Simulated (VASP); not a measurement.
# Ga5N (P-62m) in VASP: notebook

Runs on Ga5N. Level: PBE. Tasks: single point.

All numbers are computed with VASP 6.6.1; they aren't measurements. Logs are shortened: lines on timing, memory, paths and dates and some standing lists are left out, and cuts for length are marked.

## Step 1: The cell of the first run

The structure is hexagonal, space group P-62m (No. 189). The conventional cell has a = 5.012 Å, b = 5.012 Å, c = 4.574 Å, α = 90.00°, β = 90.00°, γ = 120.00°. Within 3.5 Å of Ga (site symmetry m2m) lie 10 Ga at 2.64 to 3.03 Å and 2 N at 2.75 Å. Ga (site symmetry -6) has 9 Ga at 2.88 to 2.89 Å and 3 N at 2.89 Å within 3.8 Å. N (site symmetry -62m) has 12 Ga at 2.75 to 2.89 Å within 3.6 Å.

The cell was generated, and may not be a known phase.

## Step 2: Single point, PBE, collinear spin, ferromagnetic start

Contents of INCAR:

```
SYSTEM = Ga5N
ALGO = Normal
EDIFF = 1E-6
ENCUT = 520
GGA = PE
ISIF = 2
ISMEAR = 0
ISPIN = 2
LASPH = .True.
LCHARG = .False.
LORBIT = 11
LREAL = .False.
LWAVE = .False.
MAGMOM = 0 0 0 0 0 1
NBANDS = 48
NELM = 150
PREC = Accurate
SIGMA = 0.1
```

Contents of KPOINTS:

```
k-points
0
Gamma
  6 6 4
  0 0 0
```

Contents of POSCAR:

```
Ga5N
1.0
    5.0115021498      0.0000000000      0.0000000000
   -2.5057510749      4.3400881729      0.0000000000
    0.0000000000      0.0000000000      4.5743306687
Ga N
5 1
Direct
    0.6952903693      0.6952903693      0.0000000000
    0.3333333333      0.6666666667      0.5000000000
    0.0000000000      0.3047096307      0.0000000000
    0.3047096307      0.0000000000      0.0000000000
    0.6666666667      0.3333333333      0.5000000000
    0.0000000000      0.0000000000      0.5000000000
```

Potentials or basis: VASP PAW PBE potentials, release 64 (Ga_d, N).

Started as:

```sh
$ cat potpaw_PBE.64/Ga_d/POTCAR potpaw_PBE.64/N/POTCAR > POTCAR
$ mpirun -np 1 vasp_std > vasp.out
```

OUTCAR:

```text
SYSTEM = Ga5N
   EDIFF = 1E-6
   ENCUT = 520
   GGA = PE
   ISIF = 2
   ISMEAR = 0
   ISPIN = 2
   LASPH = .True.
   LORBIT = 11
   LREAL = .False.
   NELM = 150
   PREC = Accurate

 ion  position               nearest neighbor table
   1  0.695  0.695  0.000-   4 2.64   3 2.64   2 2.88   2 2.88   5 2.88   5 2.88
   2  0.333  0.667  0.500-   4 2.88   4 2.88   3 2.88   3 2.88   1 2.88   1 2.88   5 2.89   5 2.89
                             5 2.89
   3  0.000  0.305  0.000-   4 2.64   1 2.64   5 2.88   5 2.88   2 2.88   2 2.88
   4  0.305  0.000  0.000-   3 2.64   1 2.64   2 2.88   2 2.88   5 2.88   5 2.88
   5  0.667  0.333  0.500-   3 2.88   3 2.88   4 2.88   4 2.88   1 2.88   1 2.88   2 2.89   2 2.89
                             2 2.89
   6  0.000  0.000  0.500-

  LATTYP: Found a hexagonal cell.
 ALAT       =     5.0115021498
 C/A-ratio  =     0.9127663786

  Lattice vectors:

 A1 = (   5.0115021498,   0.0000000000,   0.0000000000)
 A2 = (  -2.5057510749,   4.3400881729,   0.0000000000)
 A3 = (   0.0000000000,   0.0000000000,   4.5743306687)

Analysis of symmetry for initial positions (statically):
=====================================================================
 Subroutine PRICEL returns:
 Original cell was already a primitive cell.

 Routine SETGRP: Setting up the symmetry group for a
 hexagonal supercell.

 Subroutine GETGRP returns: Found 12 space group operations
 (whereof 12 operations were pure point group operations)
 out of a pool of 24 trial point group operations.

The static configuration has the point symmetry D_3h.

Analysis of symmetry for dynamics (positions and initial velocities):
=====================================================================
 Subroutine PRICEL returns:
 Original cell was already a primitive cell.

 Routine SETGRP: Setting up the symmetry group for a
 hexagonal supercell.

 Subroutine GETGRP returns: Found 12 space group operations
 (whereof 12 operations were pure point group operations)
 out of a pool of 24 trial point group operations.

The dynamic configuration has the point symmetry D_3h.

Analysis of structural, dynamic, and magnetic symmetry:
=====================================================================
 Subroutine PRICEL returns:
 Original cell was already a primitive cell.

 Routine SETGRP: Setting up the symmetry group for a
 hexagonal supercell.

 Subroutine GETGRP returns: Found 12 space group operations
 (whereof 12 operations were pure point group operations)
 out of a pool of 24 trial point group operations.

The overall configuration has the point symmetry D_3h.

 Subroutine INISYM returns: Found 12 space group operations
 (whereof 12 operations are pure point group operations),
 and found     1 'primitive' translations

----------------------------------------------------------------------------------------

                                     Primitive cell

  volume of cell :      99.4933

  direct lattice vectors                    reciprocal lattice vectors
     5.011502150  0.000000000  0.000000000     0.199540970  0.115205033  0.000000000
    -2.505751075  4.340088173  0.000000000     0.000000000  0.230410065  0.000000000
     0.000000000  0.000000000  4.574330669     0.000000000  0.000000000  0.218611218

  length of vectors
     5.011502150  5.011502150  4.574330669     0.230410065  0.230410065  0.218611218

  position of ions in fractional coordinates (direct lattice)
     0.695290369  0.695290369  0.000000000
     0.333333333  0.666666667  0.500000000
     0.000000000  0.304709631  0.000000000
     0.304709631  0.000000000  0.000000000
     0.666666667  0.333333333  0.500000000
     0.000000000  0.000000000  0.500000000

  ion indices of the primitive-cell ions
   primitive index   ion index
                 1           1
                 2           2
                 3           3
                 4           4
                 5           5
                 6           6

----------------------------------------------------------------------------------------

 KPOINTS: k-points

[... 28 lines left out ...]
  0.166667  0.166667  0.000000      6.000000
  0.333333  0.166667  0.000000     12.000000
[... 13 lines left out ...]
  0.333333  0.166667  0.500000     12.000000
  0.333333  0.333333  0.500000      2.000000
   k-points           NKPTS =     21   k-points in BZ     NKDIM =     21   number of bands    NBANDS=     48
   number of dos      NEDOS =    301   number of ions     NIONS =      6
   total plane-waves  NPLWV =  57600
   dimension x,y,z NGX =    40 NGY =   40 NGZ =   36
   dimension x,y,z NGXF=    80 NGYF=   80 NGZF=   72
   ions per type =               5   1
   NGX,Y,Z   is equivalent  to a cutoff of  13.27, 13.27, 13.08 a.u.
   NGXF,Y,Z  is equivalent  to a cutoff of  26.54, 26.54, 26.17 a.u.
 SYSTEM =  Ga5N
   PREC   = accura    normal or accurate (medium, high low for compatibility)
   ISTART =      0    job   : 0-new  1-cont  2-samecut
   ICHARG =      2    charge: 1-file 2-atom 10-const
   ISPIN  =      2    spin polarized calculation?
   LNONCOLLINEAR =      F non collinear calculations
   LSORBIT =      F    spin-orbit coupling
   LASPH  =      T    aspherical Exc in radial PAW
   ENCUT  =  520.0 eV  38.22 Ry    6.18 a.u.   9.32  9.32  8.51*2*pi/ulx,y,z
   NELM   =    150;   NELMIN=  2; NELMDL= -5     # of ELM steps
   EDIFF  = 0.1E-05   stopping-criterion for ELM
   LREAL  =      F    real-space projection
   EDIFFG = 0.1E-04   stopping-criterion for IOM
   NSW    =      0    number of steps for IOM
   IBRION =     -1    ionic relax: 0-MD 1-quasi-New 2-CG
   NFREE  =      0    steps in history (QN), initial steepest desc. (CG)
   ISIF   =      2    stress and relaxation
   ISYM   =      2    0-nonsym 1-usesym 2-fastsym
   POTIM  = 0.5000    time-step for ionic-motion
   TEBEG  =    0.0;   TEEND  =   0.0 temperature during run
   PSTRESS=    0.0 pullay stress
   NELECT =      70.0000    total number of electrons
   NUPDOWN=      -1.0000    fix difference up-down
   EMIN   =  10.00;   EMAX   =-10.00  energy-range for DOS
   EFERMI =   0.00;   METHOD = LEGACY
   ISMEAR =     0;   SIGMA  =   0.10  broadening in eV -4-tet -1-fermi 0-gaus
   EFERMI_NEDOS =   21; number of points for ismear=-14 and -15
   IALGO  =     38    algorithm
   IMIX   =      4    mixing-type and parameters
     AMIX     =   0.40;   BMIX     =  1.00
     AMIX_MAG =   1.60;   BMIX_MAG =  1.00
  volume/ion in A,a.u.               =      16.58       111.90
  Fermi-wavevector in a.u.,A,eV,Ry     =   1.456050  2.751535 28.845445  2.120080
  Thomas-Fermi vector in A             =   2.573013
   LORBIT       =     11    0 simple, 1 ext, 2 COOP (PROOUT), +10 PAW based schemes
   GGA     = PE    functional components
   LHFCALC =     F    Hartree Fock is set to
   AEXX    =    0.0000 exact exchange contribution
   IVDW    =     0    specifies the selected vdW correction
   LEPSILON=     F    determine dielectric tensor
   LRPA    =     F    only Hartree local field effects (RPA)
 spin polarized calculation
 Gauss-broadening in eV      SIGMA  =   0.10
  energy-cutoff  :      520.00
  volume of cell :       99.49
 maximum number of plane-waves:      2741
 NGX is ok and might be reduce to    40
   NGX = 19   NGY = 19   NGZ = 17

 number of electron      70.0000033 magnetization       0.0019239

 Free energy of the ion-electron system (eV)
  ---------------------------------------------------
  ext. energy  EPLUGINS =         0.00000000
  ---------------------------------------------------
  free energy    TOTEN  =       -19.38400950 eV

  energy without entropy =      -19.36967790  energy(sigma->0) =      -19.37684370

 E-fermi :   5.4000     XC(G=0): -11.2290

 val. band max:        5.3627152565   @ k =   0.3333   0.3333   0.5000
 cond. band min:       5.4407109481   @ k =   0.5000   0.0000   0.5000
 fundamental gap:      0.0779956916
 Fermi energy:         5.4000149206

 spin component 1

 k-point     1 :       0.0000    0.0000    0.0000
  band No.  band energies     occupation
      1      -9.5223      1.00000
      2      -9.5223      1.00000
      3      -9.5212      1.00000
      4      -9.4373      1.00000
      5      -9.4083      1.00000
      6      -9.4083      1.00000
[... 1039 lines left out ...]
     46      13.7668      0.00000
     47      13.8496      0.00000
 Fermi energy:         5.4000149206

 spin component 2

 k-point     1 :       0.0000    0.0000    0.0000
  band No.  band energies     occupation
      1      -9.5223      1.00000
      2      -9.5223      1.00000
      3      -9.5211      1.00000
      4      -9.4373      1.00000
      5      -9.4083      1.00000
      6      -9.4083      1.00000
[... 1039 lines left out ...]
     46      13.7668      0.00000
     47      13.8497      0.00000
 [bands above 47 left out]

------------------------ aborting loop because EDIFF is reached ----------------------------------------

  FORCE on cell =-STRESS in cart. coord.  units (eV):
  Direction    XX          YY          ZZ          XY          YZ          ZX
  --------------------------------------------------------------------------------------
  -------------------------------------------------------------------------------------
  Total        0.0305263      0.0305263      0.0087444     -0.0000000      0.0000000      0.0000000
  in kB        0.4915758      0.4915758      0.1408144     -0.0000000      0.0000000      0.0000000
  external PRESSURE =       0.3746553 kB  Pullay stress =       0.0000000 kB

 VOLUME and BASIS-vectors are now :
 -----------------------------------------------------------------------------
  energy-cutoff  :      520.00
  volume of cell :       99.49
      direct lattice vectors                 reciprocal lattice vectors
     5.011502150  0.000000000  0.000000000     0.199540970  0.115205033  0.000000000
    -2.505751075  4.340088173  0.000000000     0.000000000  0.230410065  0.000000000
     0.000000000  0.000000000  4.574330669     0.000000000  0.000000000  0.218611218

 POSITION                                       TOTAL-FORCE (eV/Angst)
 -----------------------------------------------------------------------------------
      1.74222      3.01762      0.00000        -0.004248     -0.007357     -0.000000
     -0.00000      2.89339      2.28717        -0.000000      0.000000      0.000000
     -0.76353      1.32247      0.00000        -0.004248      0.007357      0.000000
      1.52705      0.00000      0.00000         0.008495      0.000000     -0.000000
      2.50575      1.44670      2.28717         0.000000      0.000000      0.000000
      0.00000      0.00000      2.28717        -0.000000      0.000000      0.000000
 -----------------------------------------------------------------------------------
    total drift:                               -0.000001     -0.000002      0.000000

  FREE ENERGIE OF THE ION-ELECTRON SYSTEM (eV)
  ---------------------------------------------------
  free  energy   TOTEN  =       -19.3840095033 eV

  energy  without entropy=      -19.3696779022  energy(sigma->0) =      -19.37684370

 total charge

# of ion       s       p       d       tot
------------------------------------------
    1        1.026   0.548   9.972  11.547
    2        1.057   0.483   9.963  11.502
    3        1.026   0.548   9.972  11.547
    4        1.026   0.548   9.972  11.547
    5        1.057   0.483   9.963  11.502
    6        1.346   2.038   0.000   3.385
--------------------------------------------------
tot          6.537   4.649  49.842  61.028

 magnetization (x)

# of ion       s       p       d       tot
------------------------------------------
    1        0.000  -0.000   0.000   0.000
    2        0.000  -0.000   0.000  -0.000
    3        0.000  -0.000   0.000   0.000
    4        0.000  -0.000   0.000   0.000
    5        0.000  -0.000   0.000  -0.000
    6        0.000   0.001   0.000   0.001
--------------------------------------------------
tot          0.000   0.001   0.000   0.001
```

Run time: 4.5 min. Hardware: 1 thread of Intel Xeon Platinum 8488C (Sapphire Rapids), shared host; peak memory 0.35 GiB.

Results:

```yaml
Free_energy: -19.3840 eV
Pressure: 0.0 GPa
Largest_force: 0.008 eV/Å
Band_gap_on_the_k_mesh: zero (filled and empty bands overlap)
Net_moment: 0.00 μB per cell
Valence_electrons_inside_the_program's_atomic_spheres: Ga 11.55, 11.50 (each value once); N 3.38
```

Forces on the atoms (eV/Å):
```
Ga  -0.004 -0.007  0.000
Ga   0.000  0.000  0.000
Ga  -0.004  0.007  0.000
Ga   0.008  0.000  0.000
Ga   0.000  0.000  0.000
N    0.000  0.000  0.000
```

## Step 3: Single point, PBE, collinear spin, ferromagnetic start

This run uses another cell than the first one, of 17.13 Å³/atom.

Contents of INCAR:

```
SYSTEM = Ga5N
PREC = Accurate
ENCUT = 520
EDIFF = 1E-6
ISMEAR = 0
SIGMA = 0.1
LREAL = .False.
LASPH = .True.
NELM = 150
ALGO = Normal
ISIF = 2
LWAVE = .False.
LCHARG = .True.
ISPIN = 2
MAGMOM = 0 0 0 0 0 1
LORBIT = 11
GGA = PE
LELF = .True.
LVHAR = .True.
NBANDS = 48
```

Contents of KPOINTS:

```
Automatic mesh
0
Gamma
  6 6 4
  0 0 0
```

Contents of POSCAR:

```
Ga5N
1.0
    5.0265709700      0.0000000000      0.0000000000
   -2.5132854800      4.3531381500      0.0000000000
    0.0000000000      0.0000000000      4.6974708700
Ga N
5 1
Direct
    0.6647854400      0.6647854400      0.0000000000
    0.3333333300      0.6666666700      0.5000000000
    0.0000000000      0.3352145600      0.0000000000
    0.3352145600      0.0000000000      0.0000000000
    0.6666666700      0.3333333300      0.5000000000
    0.0000000000      0.0000000000      0.5000000000
```

Potentials or basis: VASP PAW PBE potentials, release 64 (Ga_d, N).

Started as:

```sh
$ cat potpaw_PBE.64/Ga_d/POTCAR potpaw_PBE.64/N/POTCAR > POTCAR
$ mpirun -np 1 vasp_std > vasp.out
```

It took 3.5 min on 1 thread of Intel Xeon Platinum 8488C (Sapphire Rapids), shared host; peak memory 0.35 GiB.

It converged, with:

- Free energy: -19.1431 eV
- Pressure: -2.0 GPa
- Largest force: 0.792 eV/Å
- Net moment: 0.31 μB per cell
- Site moments: Ga +0.00; N +0.21 μB
- Valence electrons inside the program's atomic spheres: Ga 11.52, 11.49 (each value once); N 3.36

Forces on the atoms (eV/Å):
```
Ga   0.396  0.686  0.000
Ga   0.000  0.000  0.000
Ga   0.396 -0.686  0.000
Ga  -0.792  0.000  0.000
Ga   0.000  0.000  0.000
N    0.000  0.000  0.000
```

Stress tensor (GPa, compression positive):
```
-2.56  0.00  0.00
 0.00 -2.56  0.00
 0.00  0.00 -0.83
```

Levels at points of the mesh, in eV from the Fermi level:
Spin up:
```
           k point  band 33  band 34  band 35  band 36  band 37  band 38
(0.00, 0.00, 0.00)    -2.41    -2.41     0.01     0.84     0.84     1.00
(0.50, 0.00, 0.00)    -1.72    -0.56    -0.24    -0.08     0.51     2.35
(0.00, 0.00, 0.50)    -1.99    -1.99    -1.82    -0.61    -0.61    -0.32
(0.50, 0.00, 0.50)    -3.02    -0.10     0.60     1.12     1.89     4.19
```
Spin down:
```
           k point  band 32  band 33  band 34  band 35  band 36  band 37  band 38  band 39
(0.00, 0.00, 0.00)    -3.47    -2.30    -2.30     0.25     1.02     1.05     1.05     3.10
(0.50, 0.00, 0.00)    -2.21    -1.70    -0.30    -0.21     0.24     0.60     2.36     2.72
(0.00, 0.00, 0.50)    -1.98    -1.98    -1.92    -1.81    -0.59    -0.59    -0.32    -0.32
(0.50, 0.00, 0.50)    -3.18    -3.00     0.31     0.87     1.26     2.04     4.20     4.48
```

Caveat: a moment this small can come from the mesh or the smearing.

The gap in the log of VASP goes by the Fermi energy; the results here count the filled bands.